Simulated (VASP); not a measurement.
# TaN (P6_3mc) in VASP: further runs

The runs below take TaN through single point, with PBEsol.

Everything below comes from runs of VASP 6.6.1. Logs are shortened: lines on timing, memory, paths and dates and some standing lists are left out, and cuts for length are marked.

## 1. The cell of the first run

It takes space group P6_3mc (No. 186, hexagonal). The conventional cell has a = 3.286 Å, b = 3.286 Å, c = 6.118 Å, α = 90.00°, β = 90.00°, γ = 120.00°. Within 2.6 Å of Ta (site symmetry 3m) lie 4 N at 1.99 to 2.18 Å. N (site symmetry 3m) has 4 Ta at 1.99 to 2.18 Å within 2.6 Å.

## 2. Single point, PBEsol (14.30 Å³/atom)

The input, INCAR:

```
SYSTEM = TaN
ALGO = Normal ; EDIFF = 1E-6
ENCUT = 520 ; GGA = PS
ISIF = 2 ; ISMEAR = 0
LASPH = .True. ; LCHARG = .False.
LREAL = .False. ; LWAVE = .False.
NBANDS = 24 ; NELM = 80
PREC = Accurate ; SIGMA = 0.15
```

The input, KPOINTS:

```
k-points
0
Gamma
  18 18 8
  0 0 0
```

The input, POSCAR:

```
TaN
1.0
    3.2859347901      0.0000000000      0.0000000000
   -1.6429673951      2.8457030034      0.0000000000
    0.0000000000      0.0000000000      6.1184105792
Ta N
2 2
Direct
    0.3333333333      0.6666666667      0.0301041378
    0.6666666667      0.3333333333      0.5301041378
    0.3333333333      0.6666666667      0.3548958622
    0.6666666667      0.3333333333      0.8548958622
```

Potentials or basis: VASP PAW PBE potentials, release 64 (Ta_pv, N).

Launch:

```sh
$ cat potpaw_PBE.64/Ta_pv/POTCAR potpaw_PBE.64/N/POTCAR > POTCAR
$ mpirun -np 1 vasp_std > vasp.out
```

OUTCAR:

```text
SYSTEM = TaN
   EDIFF = 1E-6
   ENCUT = 520
   GGA = PS
   ISIF = 2
   ISMEAR = 0
   LASPH = .True.
   LREAL = .False.
   NELM = 80
   PREC = Accurate

 ion  position               nearest neighbor table
   1  0.333  0.667  0.030-   3 1.99   4 2.18   4 2.18   4 2.18   2 3.60   2 3.60   2 3.60   2 3.60
                             2 3.60   2 3.60
   2  0.667  0.333  0.530-   4 1.99   3 2.18   3 2.18   3 2.18   1 3.60   1 3.60   1 3.60   1 3.60
                             1 3.60   1 3.60
   3  0.333  0.667  0.355-   1 1.99   2 2.18   2 2.18   2 2.18
   4  0.667  0.333  0.855-   2 1.99   1 2.18   1 2.18   1 2.18

  LATTYP: Found a hexagonal cell.
 ALAT       =     3.2859347901
 C/A-ratio  =     1.8620000000

  Lattice vectors:

 A1 = (   3.2859347901,   0.0000000000,   0.0000000000)
 A2 = (  -1.6429673951,   2.8457030034,   0.0000000000)
 A3 = (   0.0000000000,   0.0000000000,   6.1184105792)

Analysis of symmetry for initial positions (statically):
=====================================================================
 Subroutine PRICEL returns:
 Original cell was already a primitive cell.

 Routine SETGRP: Setting up the symmetry group for a
 hexagonal supercell.

 Subroutine GETGRP returns: Found 12 space group operations
 (whereof  6 operations were pure point group operations)
 out of a pool of 24 trial point group operations.

The static configuration has the point symmetry C_3v.
 The point group associated with its full space group is C_6v.

Analysis of symmetry for dynamics (positions and initial velocities):
=====================================================================
 Subroutine PRICEL returns:
 Original cell was already a primitive cell.

 Routine SETGRP: Setting up the symmetry group for a
 hexagonal supercell.

 Subroutine GETGRP returns: Found 12 space group operations
 (whereof  6 operations were pure point group operations)
 out of a pool of 24 trial point group operations.

The dynamic configuration has the point symmetry C_3v.
 The point group associated with its full space group is C_6v.

 Subroutine INISYM returns: Found 12 space group operations
 (whereof  6 operations are pure point group operations),
 and found     1 'primitive' translations

[... 93 lines left out ...]
   LNONCOLLINEAR =      F non collinear calculations
   LSORBIT =      F    spin-orbit coupling
   LASPH  =      T    aspherical Exc in radial PAW
   ENCUT  =  520.0 eV  38.22 Ry    6.18 a.u.   6.11  6.11 11.38*2*pi/ulx,y,z
   NELM   =     80;   NELMIN=  2; NELMDL= -5     # of ELM steps
   EDIFF  = 0.1E-05   stopping-criterion for ELM
   LREAL  =      F    real-space projection
   EDIFFG = 0.1E-04   stopping-criterion for IOM
   NSW    =      0    number of steps for IOM
   IBRION =     -1    ionic relax: 0-MD 1-quasi-New 2-CG
   NFREE  =      0    steps in history (QN), initial steepest desc. (CG)
   ISIF   =      2    stress and relaxation
   ISYM   =      2    0-nonsym 1-usesym 2-fastsym
   POTIM  = 0.5000    time-step for ionic-motion
   TEBEG  =    0.0;   TEEND  =   0.0 temperature during run
   PSTRESS=    0.0 pullay stress
   NELECT =      32.0000    total number of electrons
   NUPDOWN=      -1.0000    fix difference up-down
   EMIN   =  10.00;   EMAX   =-10.00  energy-range for DOS
   EFERMI =   0.00;   METHOD = LEGACY
   ISMEAR =     0;   SIGMA  =   0.15  broadening in eV -4-tet -1-fermi 0-gaus
   EFERMI_NEDOS =   21; number of points for ismear=-14 and -15
   IALGO  =     38    algorithm
   IMIX   =      4    mixing-type and parameters
     AMIX     =   0.40;   BMIX     =  1.00
     AMIX_MAG =   1.60;   BMIX_MAG =  1.00
  volume/ion in A,a.u.               =      14.30        96.52
  Fermi-wavevector in a.u.,A,eV,Ry     =   1.348846  2.548950 24.754252  1.819386
  Thomas-Fermi vector in A             =   2.476482
   LORBIT       =      0    0 simple, 1 ext, 2 COOP (PROOUT), +10 PAW based schemes
   GGA     = PS    functional components
   LHFCALC =     F    Hartree Fock is set to
   AEXX    =    0.0000 exact exchange contribution
   IVDW    =     0    specifies the selected vdW correction
   LEPSILON=     F    determine dielectric tensor
   LRPA    =     F    only Hartree local field effects (RPA)
 non-spin polarized calculation
 Gauss-broadening in eV      SIGMA  =   0.15
  energy-cutoff  :      520.00
  volume of cell :       57.21
 maximum number of plane-waves:      1572
   NGX = 13   NGY = 13   NGZ = 23

 number of electron      31.9999999 magnetization

 Free energy of the ion-electron system (eV)
  ---------------------------------------------------
  ext. energy  EPLUGINS =         0.00000000
  ---------------------------------------------------
  free energy    TOTEN  =       -45.33921854 eV

  energy without entropy =      -45.32937780  energy(sigma->0) =      -45.33429817

 E-fermi :   5.5173     XC(G=0): -11.8272

 val. band max:        5.5114052156   @ k =   0.3333   0.3333   0.0000
 cond. band min:       5.5292551238   @ k =   0.0000   0.0000   0.0000
 fundamental gap:      0.0178499083
 Fermi energy:         5.5173019691

 k-point     1 :       0.0000    0.0000    0.0000
  band No.  band energies     occupation
      1     -30.1333      2.00000
      2     -29.8728      2.00000
      3     -29.7081      2.00000
      4     -29.7081      2.00000
      5     -29.6834      2.00000
      6     -29.6834      2.00000
[... 637 lines left out ...]
     23      10.2097      0.00000
     24      10.7910      0.00000

 [... further k-points ...]

------------------------ aborting loop because EDIFF is reached ----------------------------------------

  FORCE on cell =-STRESS in cart. coord.  units (eV):
  Direction    XX          YY          ZZ          XY          YZ          ZX
  --------------------------------------------------------------------------------------
  -------------------------------------------------------------------------------------
  Total       -8.3767954     -8.3767954     -6.6374163      0.0000000      0.0000000      0.0000000
  in kB     -234.5856071   -234.5856071   -185.8756551      0.0000000      0.0000000      0.0000000
  external PRESSURE =    -218.3489564 kB  Pullay stress =       0.0000000 kB

 VOLUME and BASIS-vectors are now :
 -----------------------------------------------------------------------------
  energy-cutoff  :      520.00
  volume of cell :       57.21
      direct lattice vectors                 reciprocal lattice vectors
     3.285934790  0.000000000  0.000000000     0.304327403  0.175703508  0.000000000
    -1.642967395  2.845703003  0.000000000     0.000000000  0.351407016  0.000000000
     0.000000000  0.000000000  6.118410579     0.000000000  0.000000000  0.163441140

 POSITION                                       TOTAL-FORCE (eV/Angst)
 -----------------------------------------------------------------------------------
     -0.00000      1.89714      0.18419        -0.000000     -0.000000     -0.471621
      1.64297      0.94857      3.24339         0.000000      0.000000     -0.471621
     -0.00000      1.89714      2.17140        -0.000000      0.000000      0.471621
      1.64297      0.94857      5.23060         0.000000      0.000000      0.471621
 -----------------------------------------------------------------------------------
    total drift:                               -0.000000      0.000000     -0.000826

  FREE ENERGIE OF THE ION-ELECTRON SYSTEM (eV)
  ---------------------------------------------------
  free  energy   TOTEN  =       -45.3392185398 eV

  energy  without entropy=      -45.3293777977  energy(sigma->0) =      -45.33429817
```

stdout:

```text
POSCAR found type information on POSCAR TaN
 POSCAR found :  2 types and       4 ions
 scaLAPACK will be used
 -----------------------------------------------------------------------------
|                                                                             |
|                                                                             |
|     You enforced a specific xc type in the INCAR file but a different       |
|     I HOPE YOU KNOW WHAT YOU ARE DOING!                                     |
|                                                                             |
 -----------------------------------------------------------------------------

 LDA part: xc-table for (Slater+PW92), standard interpolation
 POSCAR, INCAR and KPOINTS ok, starting setup
 FFT: planning ... GRIDC
 FFT: planning ... GRID_SOFT
 FFT: planning ... GRID
 WAVECAR not read
 entering main loop
```

It took 67 s on 1 thread of Intel Xeon 6975P-C (Granite Rapids), shared host; peak memory 0.33 GiB.

What came out:

```
Free energy            : -45.3392 eV
Pressure               : -21.8 GPa
Largest force          : 0.472 eV/Å
Band gap on the k mesh : zero (bands 16 and 17 overlap by 0.52 eV)
```

Forces on the atoms (eV/Å):
```
Ta   0.000  0.000 -0.472
Ta   0.000  0.000 -0.472
N    0.000  0.000  0.472
N    0.000  0.000  0.472
```

Stress tensor (GPa, compression positive):
```
-23.46   0.00   0.00
  0.00 -23.46   0.00
  0.00   0.00 -18.59
```

Levels at points of the mesh, in eV from the Fermi level:
```
           k point  band 12  band 13  band 14  band 15  band 16  band 17  band 18  band 19  band 20  band 21
(0.00, 0.00, 0.00)    -5.11    -4.25    -4.25    -0.89    -0.70     0.01     0.01     1.87     1.87     2.56
(0.50, 0.00, 0.00)    -5.31    -4.62    -3.52    -2.03    -0.48     1.20     1.93     2.27     2.76     3.24
(0.00, 0.00, 0.50)    -4.74    -4.74    -4.74     0.26     0.26     0.83     0.83     0.83     0.83     4.20
(0.50, 0.00, 0.50)    -5.12    -4.55    -4.55    -0.74    -0.74     1.42     1.42     2.71     2.71     3.95
```

Caveat: the cell stands under tension; the PAW data sets were made with another functional, which shifts forces and pressure a little; spin-orbit coupling is left out, which moves the levels of the heavy elements.

## 3. Single point, PBEsol (14.30 Å³/atom)

The input, INCAR:

```
PREC     = Accurate       # precision mode
ENCUT    = 520            # plane-wave cutoff, eV
EDIFF    = 1E-6           # SCF threshold, eV
ISMEAR   = 0              # smearing method
SIGMA    = 0.15           # smearing width, eV
LREAL    = False          # projectors in reciprocal space
LASPH    = True           # aspherical terms in the spheres
NELM     = 80             # most SCF steps
ALGO     = Normal         # electronic algorithm
ISIF     = 2              # what is computed and relaxed
LWAVE    = False          # write WAVECAR
LCHARG   = True           # write CHGCAR
GGA      = PS             # functional
LELF     = True           # ELF
LVHAR    = True         
NBANDS   = 24             # bands
```

The input, KPOINTS:

```
Automatic mesh
0
Gamma
  18 18 8
```

The input, POSCAR:

```
TaN
1.0
    3.1990347128      0.0000000000      0.0000000000
   -1.5995173564      2.7704453288      0.0000000000
    0.0000000000      0.0000000000      6.4553321469
Ta N
2 2
Direct
    0.3333333333      0.6666666667      0.0301041378
    0.6666666667      0.3333333333      0.5301041378
    0.3333333333      0.6666666667      0.3548958622
    0.6666666667      0.3333333333      0.8548958622
```

Potentials or basis: VASP PAW PBE potentials, release 64 (Ta_pv, N).

Launch:

```sh
$ cat potpaw_PBE.64/Ta_pv/POTCAR potpaw_PBE.64/N/POTCAR > POTCAR
$ mpirun -np 1 vasp_std > vasp.out
```

Wall time 71 s (1 thread of Intel Xeon 6975P-C (Granite Rapids), shared host); peak memory 0.33 GiB.

Results (log left out):

* Free energy: -45.1893 eV
* Pressure: -25.5 GPa
* Largest force: 0.447 eV/Å
* Band gap on the k mesh: zero (bands 16 and 17 overlap by 0.17 eV)

Forces on the atoms (eV/Å):
```
Ta   0.000  0.000  0.447
Ta   0.000  0.000  0.447
N    0.000  0.000 -0.447
N    0.000  0.000 -0.447
```

Stress tensor (GPa, compression positive):
```
-18.93   0.00   0.00
  0.00 -18.93   0.00
  0.00   0.00 -38.52
```

Levels at points of the mesh, in eV from the Fermi level:
| k point | band 12 | band 13 | band 14 | band 15 | band 16 | band 17 | band 18 | band 19 | band 20 | band 21 |
| --- | --- | --- | --- | --- | --- | --- | --- | --- | --- | --- |
| (0.00, 0.00, 0.00) | -4.57 | -3.90 | -3.90 | -0.98 | -0.43 | 0.35 | 0.35 | 1.95 | 1.95 | 2.72 |
| (0.50, 0.00, 0.00) | -4.78 | -4.42 | -3.27 | -1.95 | -0.52 | 0.90 | 1.93 | 2.52 | 3.24 | 3.73 |
| (0.00, 0.00, 0.50) | -4.27 | -4.27 | -4.27 | 0.04 | 0.04 | 0.98 | 0.98 | 0.98 | 0.98 | 4.28 |
| (0.50, 0.00, 0.50) | -4.93 | -4.13 | -4.13 | -0.91 | -0.91 | 1.24 | 1.24 | 3.12 | 3.12 | 4.16 |

Caveat: the cell stands under tension; the PAW data sets were made with another functional, which shifts forces and pressure a little; spin-orbit coupling is left out, which moves the levels of the heavy elements.

## 4. Single point, PBEsol (14.30 Å³/atom)

The input, INCAR:

```
SYSTEM = TaN
  PREC = Accurate
  ENCUT = 520
  EDIFF = 1E-7
  ISMEAR = 0
  SIGMA = 0.15
  LREAL = .False.
  LASPH = .True.
  NELM = 60
  ALGO = Normal
  ISIF = 2
  LWAVE = .False.
  LCHARG = .False.
  GGA = PS
  NBANDS = 24
```

The input, KPOINTS:

```
regular mesh
0
Gamma
  18 18 8
  0 0 0
```

The input, POSCAR:

```
TaN
1.0
    3.2421898098      0.0000000000      0.0000000000
   -1.6210949049      2.8078187391      0.0000000000
    0.0000000000      0.0000000000      6.2846287142
Ta N
2 2
Direct
    0.3333333333      0.6666666667      0.0301041378
    0.6666666667      0.3333333333      0.5301041378
    0.3333333333      0.6666666667      0.3548958622
    0.6666666667      0.3333333333      0.8548958622
```

Potentials or basis: VASP PAW PBE potentials, release 64 (Ta_pv, N).

Launch:

```sh
$ cat potpaw_PBE.64/Ta_pv/POTCAR potpaw_PBE.64/N/POTCAR > POTCAR
$ mpirun -np 1 vasp_std > vasp.out
```

OUTCAR:

```text
SYSTEM = TaN
   PREC = Accurate
   ENCUT = 520
   EDIFF = 1E-7
   ISMEAR = 0
   LREAL = .False.
   LASPH = .True.
   NELM = 60
   ISIF = 2
   GGA = PS

 ion  position               nearest neighbor table
   1  0.333  0.667  0.030-   3 2.04   4 2.17   4 2.17   4 2.17
   2  0.667  0.333  0.530-   4 2.04   3 2.17   3 2.17   3 2.17
   3  0.333  0.667  0.355-   1 2.04   2 2.17   2 2.17   2 2.17
   4  0.667  0.333  0.855-   2 2.04   1 2.17   1 2.17   1 2.17

  LATTYP: Found a hexagonal cell.
 ALAT       =     3.2421898098
 C/A-ratio  =     1.9383901261

  Lattice vectors:

 A1 = (   3.2421898098,   0.0000000000,   0.0000000000)
 A2 = (  -1.6210949049,   2.8078187391,   0.0000000000)
 A3 = (   0.0000000000,   0.0000000000,   6.2846287142)

Analysis of symmetry for initial positions (statically):
=====================================================================
 Subroutine PRICEL returns:
 Original cell was already a primitive cell.

 Routine SETGRP: Setting up the symmetry group for a
 hexagonal supercell.
[... 169 lines left out ...]
  free energy    TOTEN  =       -45.32295660 eV

  energy without entropy =      -45.31262820  energy(sigma->0) =      -45.31779240

 E-fermi :   5.4586     XC(G=0): -11.8361

 val. band max:        5.4393702564   @ k =   0.0556   0.0556   0.3750
 cond. band min:       5.4964324878   @ k =   0.3889   0.2222   0.0000
 fundamental gap:      0.0570622314
 Fermi energy:         5.4585915567

 k-point     1 :       0.0000    0.0000    0.0000
  band No.  band energies     occupation
      1     -30.1308      2.00000
      2     -29.9074      2.00000
      3     -29.7249      2.00000
      4     -29.7249      2.00000
      5     -29.7060      2.00000
      6     -29.7060      2.00000
[... 637 lines left out ...]
     23      10.0704      0.00000
     24      10.8601      0.00000

 [... further k-points ...]

------------------------ aborting loop because EDIFF is reached ----------------------------------------

  FORCE on cell =-STRESS in cart. coord.  units (eV):
  Direction    XX          YY          ZZ          XY          YZ          ZX
  --------------------------------------------------------------------------------------
  -------------------------------------------------------------------------------------
  Total       -7.6317257     -7.6317257    -10.5111280     -0.0000000      0.0000000      0.0000000
  in kB     -213.7205106   -213.7205106   -294.3559220     -0.0000000      0.0000000      0.0000000
  external PRESSURE =    -240.5989811 kB  Pullay stress =       0.0000000 kB

 VOLUME and BASIS-vectors are now :
 -----------------------------------------------------------------------------
  energy-cutoff  :      520.00
  volume of cell :       57.21
      direct lattice vectors                 reciprocal lattice vectors
     3.242189810  0.000000000  0.000000000     0.308433515  0.178074173  0.000000000
    -1.621094905  2.807818739  0.000000000     0.000000000  0.356148346  0.000000000
     0.000000000  0.000000000  6.284628714     0.000000000  0.000000000  0.159118390

 POSITION                                       TOTAL-FORCE (eV/Angst)
 -----------------------------------------------------------------------------------
     -0.00000      1.87188      0.18919        -0.000000     -0.000000      0.078818
      1.62109      0.93594      3.33151        -0.000000      0.000000      0.078818
     -0.00000      1.87188      2.23039         0.000000      0.000000     -0.078818
      1.62109      0.93594      5.37270        -0.000000     -0.000000     -0.078818
 -----------------------------------------------------------------------------------
    total drift:                               -0.000000      0.000000     -0.000005

  FREE ENERGIE OF THE ION-ELECTRON SYSTEM (eV)
  ---------------------------------------------------
  free  energy   TOTEN  =       -45.3229565961 eV

  energy  without entropy=      -45.3126282047  energy(sigma->0) =      -45.31779240
```

OSZICAR:

```text
N       E                     dE             d eps       ncg     rms          rms(c)
DAV:   1     0.261883931425E+03    0.26188E+03   -0.17403E+04  8880   0.135E+03
DAV:   2    -0.380555951355E+02   -0.29994E+03   -0.28616E+03 10816   0.389E+02
DAV:   3    -0.516715763126E+02   -0.13616E+02   -0.13397E+02 11280   0.800E+01
DAV:   4    -0.518643336963E+02   -0.19276E+00   -0.19248E+00 10360   0.101E+01
DAV:   5    -0.518679007153E+02   -0.35670E-02   -0.35647E-02 11608   0.111E+00    0.284E+01
DAV:   6    -0.458810842362E+02    0.59868E+01   -0.31618E+01 10784   0.339E+01    0.113E+01
DAV:   7    -0.454082041828E+02    0.47288E+00   -0.23336E+00 10608   0.928E+00    0.766E+00
DAV:   8    -0.453313370706E+02    0.76867E-01   -0.37585E-01 11040   0.454E+00    0.123E+00
DAV:   9    -0.453232766922E+02    0.80604E-02   -0.27974E-02 10768   0.105E+00    0.265E-01
DAV:  10    -0.453229716829E+02    0.30501E-03   -0.16020E-03 11096   0.327E-01    0.951E-02
DAV:  11    -0.453229552610E+02    0.16422E-04   -0.10114E-04 10712   0.702E-02    0.182E-02
DAV:  12    -0.453229568264E+02   -0.15655E-05   -0.37745E-06 11296   0.155E-02    0.444E-03
DAV:  13    -0.453229566333E+02    0.19314E-06   -0.32893E-07 10912   0.416E-03    0.134E-03
DAV:  14    -0.453229565961E+02    0.37148E-07   -0.38010E-08  6880   0.164E-03
   1 F= -.45322957E+02 E0= -.45317792E+02  d E =-.103284E-01
```

stdout:

```text
POSCAR found type information on POSCAR TaN
 POSCAR found :  2 types and       4 ions
 scaLAPACK will be used
 -----------------------------------------------------------------------------
|                                                                             |
|                                                                             |
|     You enforced a specific xc type in the INCAR file but a different       |
|     I HOPE YOU KNOW WHAT YOU ARE DOING!                                     |
|                                                                             |
 -----------------------------------------------------------------------------

 LDA part: xc-table for (Slater+PW92), standard interpolation
 POSCAR, INCAR and KPOINTS ok, starting setup
 FFT: planning ... GRIDC
 FFT: planning ... GRID_SOFT
 FFT: planning ... GRID
 WAVECAR not read
 entering main loop
```

Wall time 74 s (1 thread of Intel Xeon 6975P-C (Granite Rapids), shared host); peak memory 0.33 GiB.

Results:

```yaml
Free_energy: -45.3230 eV
Pressure: -24.1 GPa
Largest_force: 0.079 eV/Å
Band_gap_on_the_k_mesh: zero (bands 16 and 17 overlap by 0.42 eV)
```

Forces in eV/Å, atoms in the order of the input:
```
Ta   0.000  0.000  0.079
Ta   0.000  0.000  0.079
N    0.000  0.000 -0.079
N    0.000  0.000 -0.079
```

Caveat: the cell stands under tension; the PAW data sets were made with another functional, which shifts forces and pressure a little; spin-orbit coupling is left out, which moves the levels of the heavy elements.

(Part 1 of 2 ends here.)
